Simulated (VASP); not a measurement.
Runs of VASP 6.6.1 on ZrZnN. The structure is that of space group P4/nmm (No. 129), or close to it. The cells are those of the table. 

```tsv
task	spin	cell	k mesh	cutoff (eV)	gap on the mesh (eV)	pressure (GPa)	largest force (eV/Å)
single point	off	a = 3.254, b = 3.254, c = 7.532 Å, 6 atoms	12 × 12 × 6	520	none	(a)	0.03
single point	collinear, ferromagnetic start	a = 3.228, b = 3.228, c = 7.736 Å, 6 atoms	6 × 6 × 2	520	none	0.0	0.02
single point	off	a = 3.007, b = 3.007, c = 7.612 Å, 6 atoms	6 × 6 × 2	520	none	39.9	1.58
relaxation of cell and atoms	off	relaxed from a = 3.007, b = 3.007, c = 7.612 Å, 6 atoms	6 × 6 × 2	600	none	-0.2	0.03
single point	off	a = 3.228, b = 3.228, c = 7.736 Å, 6 atoms	6 × 6 × 2	520	none	0.0	0.02
```

Alike in all rows: level PBE; potentials or basis VASP PAW PBE potentials, release 64 (Zr_sv, Zn, N); smearing gaussian 0.1 eV.

Q: Estimate the missing entries.

A: (a) 0.3.

Caveats: some runs use coarse meshes; forces of over 1 eV/Å act on the atoms, so gaps and moduli don't describe the material at rest (some runs).

A k mesh can miss the band edges, and the runs leave out spin-orbit coupling on Zr.

A gap of «none» marks levels without a gap at the run's occupations.
